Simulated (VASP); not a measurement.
# W (I4/mmm) in VASP: a series of runs, part 2 of 2

VASP 6.6.1.

## (3) Single point, r2SCAN (strain -0.040 along x and y, +0.000 along z)

Input file POSCAR:

```
W
1.0
   -1.5334080000      1.5334080000      1.5973000000
    1.5334080000     -1.5334080000      1.5973000000
    1.5334080000      1.5334080000     -1.5973000000
W
1
Direct
    0.0000000000      0.0000000000      0.0000000000
```

Input file INCAR.step1:

```
PREC = Accurate
ENCUT = 520
ISMEAR = 0
SIGMA = 0.15
LREAL = F
LASPH = T
NELM = 60
NBANDS = 13
GGA = PE
ALGO = Normal
EDIFF = 1E-4
LWAVE = T
LCHARG = F
```

Input file INCAR.step2:

```
PREC = Accurate
ENCUT = 520
EDIFF = 1E-6
ISMEAR = 0
SIGMA = 0.15
LREAL = F
LASPH = T
NELM = 60
ALGO = Normal
ISIF = 2
LWAVE = F
LCHARG = F
METAGGA = R2SCAN
LMIXTAU = T
NBANDS = 13
ISTART = 1
```

Input file KPOINTS:

```
regular mesh
0
Gamma
  14 14 14
```

Potentials or basis: VASP PAW PBE potentials, release 64 (W_sv).

Started as:

```console
$ cat potpaw_PBE.64/W_sv/POTCAR > POTCAR
$ cp INCAR.step1 INCAR
$ mpirun -np 1 vasp_std > vasp.out
$ cp INCAR.step2 INCAR
$ mpirun -np 1 vasp_std > vasp.out
```

OUTCAR:

```text
PREC = Accurate
   ENCUT = 520
   EDIFF = 1E-6
   ISMEAR = 0
   LREAL = F
   LASPH = T
   NELM = 60
   ISIF = 2
   METAGGA = R2SCAN
   ISTART = 1

 ion  position               nearest neighbor table
   1  0.000  0.000  0.000-

  LATTYP: Found a body centered tetragonal cell.
 ALAT       =     3.0668160000
 C/A-ratio  =     1.0416666667

  Lattice vectors:

 A1 = (  -1.5334080000,   1.5334080000,   1.5973000000)
[... 561 lines left out ...]
     10      17.8028      0.00000
     11      25.6704      0.00000
     12      28.1141      0.00000
     13      31.8608      0.00000

 [... further k-points ...]

------------------------ aborting loop because EDIFF is reached ----------------------------------------

  FORCE on cell =-STRESS in cart. coord.  units (eV):
  Direction    XX          YY          ZZ          XY          YZ          ZX
  --------------------------------------------------------------------------------------
  -------------------------------------------------------------------------------------
  Total        2.5424656      2.5424656      1.2652836      0.0000000      0.0000000     -0.0000000
  in kB      271.1463320    271.1463320    134.9387056      0.0000000      0.0000000     -0.0000000
  external PRESSURE =     225.7437898 kB  Pullay stress =       0.0000000 kB

 VOLUME and BASIS-vectors are now :
 -----------------------------------------------------------------------------
  energy-cutoff  :      520.00
  volume of cell :       15.02
      direct lattice vectors                 reciprocal lattice vectors
    -1.533408000  1.533408000  1.597300000     0.000000000  0.326071078  0.313028235
     1.533408000 -1.533408000  1.597300000     0.326071078  0.000000000  0.313028235
     1.533408000  1.533408000 -1.597300000     0.326071078  0.326071078  0.000000000

 POSITION                                       TOTAL-FORCE (eV/Angst)
 -----------------------------------------------------------------------------------
      0.00000      0.00000      0.00000        -0.000000     -0.000000      0.000000
 -----------------------------------------------------------------------------------
    total drift:                                0.000000     -0.000000      0.000000

  FREE ENERGIE OF THE ION-ELECTRON SYSTEM (eV)
  ---------------------------------------------------
  free  energy   TOTEN  =       -51.2669690246 eV

  energy  without entropy=      -51.2615239126  energy(sigma->0) =      -51.26424647
```

OSZICAR.step1:

```text
N       E                     dE             d eps       ncg     rms          rms(c)
DAV:   1     0.849939783495E+02    0.84994E+02   -0.74646E+03  6424   0.124E+03
DAV:   2    -0.117936237582E+02   -0.96788E+02   -0.92941E+02  7134   0.319E+02
DAV:   3    -0.134148718291E+02   -0.16212E+01   -0.16153E+01  6924   0.399E+01
DAV:   4    -0.134207557104E+02   -0.58839E-02   -0.58837E-02  7019   0.267E+00
DAV:   5    -0.134207998237E+02   -0.44113E-04   -0.44114E-04  7114   0.218E-01    0.231E+01
DAV:   6    -0.129759236560E+02    0.44488E+00   -0.34790E-01  6679   0.809E+00    0.978E+00
DAV:   7    -0.128506715658E+02    0.12525E+00   -0.20066E-01  7084   0.585E+00    0.532E-01
DAV:   8    -0.128467308049E+02    0.39408E-02   -0.43890E-03  6449   0.880E-01    0.606E-02
DAV:   9    -0.128467310015E+02   -0.19666E-06   -0.61765E-05  5072   0.104E-01
   1 F= -.12846731E+02 E0= -.12843586E+02  d E =-.629043E-02
```

It took 2 min on 1 thread of Intel Xeon Platinum 8259CL at 2.50GHz (Skylake/Cascade Lake), shared host; peak memory 0.16 GiB.

What came out:

```
Free energy            : -51.2670 eV
Pressure               : 22.6 GPa
Band gap on the k mesh : zero (band 7 reaches 17.71 eV, above the bottom of band 8 at 11.02 eV)
```

Caveat: the cell differs from its parent crystal (strain -0.040 along x and y, +0.000 along z); the PAW data sets were made with another functional, which shifts forces and pressure a little; spin-orbit coupling is left out, which moves the levels of the heavy elements.

## (4) Single point, r2SCAN (strain +0.000 along x and y, -0.040 along z)

Input file POSCAR:

```
W
1.0
   -1.5973000000      1.5973000000      1.5334080000
    1.5973000000     -1.5973000000      1.5334080000
    1.5973000000      1.5973000000     -1.5334080000
W
1
Direct
    0.0000000000      0.0000000000      0.0000000000
```

Edit INCAR.step1 of step 3 so:

```diff
@@ -6,3 +6,3 @@
 LASPH = T
-NELM = 60
+NELM = 100
 NBANDS = 13
```

Edit INCAR.step2 of step 3 so:

```diff
@@ -2,3 +2,3 @@
 ENCUT = 520
-EDIFF = 1E-6
+EDIFF = 1E-7
 ISMEAR = 0
@@ -7,3 +7,3 @@
 LASPH = T
-NELM = 60
+NELM = 100
 ALGO = Normal
```

Input file KPOINTS:

```
Automatic mesh
0
Gamma
  14 14 14
```

Started as:

```console
$ cat potpaw_PBE.64/W_sv/POTCAR > POTCAR
$ cp INCAR.step1 INCAR
$ mpirun -np 1 vasp_std > vasp.out
$ cp INCAR.step2 INCAR
$ mpirun -np 1 vasp_std > vasp.out
```

It took 2.5 min on 1 thread of Intel Xeon Platinum 8259CL at 2.50GHz (Skylake/Cascade Lake), shared host; peak memory 0.16 GiB.

It converged, with:

* Free energy: -51.3223 eV
* Pressure: 7.1 GPa
* Band gap on the k mesh: zero (band 7 reaches 16.86 eV, above the bottom of band 8 at 10.26 eV)

Stress tensor (GPa, compression positive):
```
 2.23  0.00  0.00
 0.00  2.23  0.00
 0.00  0.00 16.92
```

Levels at points of the mesh, in eV from the Fermi level:
```tsv
k point	band 4	band 5	band 6	band 7	band 8	band 9	band 10	band 11
(0.00, 0.00, 0.00)	-38.97	-10.25	-1.74	-1.13	-1.13	2.12	2.93	14.97
(0.50, 0.00, 0.00)	-39.01	-6.69	-4.05	0.66	2.51	3.74	6.43	11.95
(0.50, 0.50, 0.00)	-38.97	-6.71	-3.44	0.30	1.87	3.21	6.33	11.60
(0.50, 0.50, 0.50)	-39.89	-6.23	-6.12	5.34	5.34	5.50	8.22	8.22
```

Caveat: the cell differs from its parent crystal (strain +0.000 along x and y, -0.040 along z); the PAW data sets were made with another functional, which shifts forces and pressure a little; spin-orbit coupling is left out, which moves the levels of the heavy elements.

## (5) Overview

| cell | gap on the mesh (eV) | pressure (GPa) |
| --- | --- | --- |
| a = 2.620 Å, angles 108.3, 108.3, 111.8°, 1 atom | none | 62.5 |
| a = 2.693 Å, angles 110.6, 110.6, 107.3°, 1 atom | none | 22.6 |
| a = 2.730 Å, angles 108.4, 108.4, 111.7°, 1 atom | none | 7.1 |

Alike in all rows: task single point; level r2SCAN; potentials or basis VASP PAW PBE potentials, release 64 (W_sv); no spin polarisation; k mesh 14 × 14 × 14; cutoff (eV) 520; smearing gaussian 0.15 eV.

Caveats: the PAW data sets were made with another functional, which shifts forces and pressure a little; spin-orbit coupling is left out, which moves the levels of the heavy elements.

Total energies depend on the potentials used, so only differences within one code and one set of settings carry meaning.
